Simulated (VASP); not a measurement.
Here is a VASP 6.6.1 calculation.

Contents of INCAR:

```
PREC = Accurate
ENCUT = 520
EDIFF = 1E-7
ISMEAR = -1
SIGMA = 0.06122561905347299
LREAL = F
LASPH = T
NELM = 80
ALGO = Normal
ISIF = 2
LWAVE = F
LCHARG = F
GGA = PE
NBANDS = 15
```

KPOINTS

```
regular mesh
0
Gamma
  18 18 18
```

POSCAR

```
P2O
1.0
    0.0000000000      2.6965160286      2.6965160286
    2.6965160286      0.0000000000      2.6965160286
    2.6965160286      2.6965160286      0.0000000000
P O
2 1
Direct
    0.2500000000      0.2500000000      0.2500000000
    0.7500000000      0.7500000000      0.7500000000
    0.0000000000      0.0000000000      0.0000000000
```

Potentials or basis: VASP PAW PBE potentials, release 64 (P, O).

Launch:

```sh
$ cat potpaw_PBE.64/P/POTCAR potpaw_PBE.64/O/POTCAR > POTCAR
$ mpirun -np 1 vasp_std > vasp.out
```

(1) Estimate the band gap on the k mesh.

(2) Estimate the pressure.

## Answers

(1) zero (bands 8 and 9 overlap by 3.28 eV).

(2) 1.9 GPa.
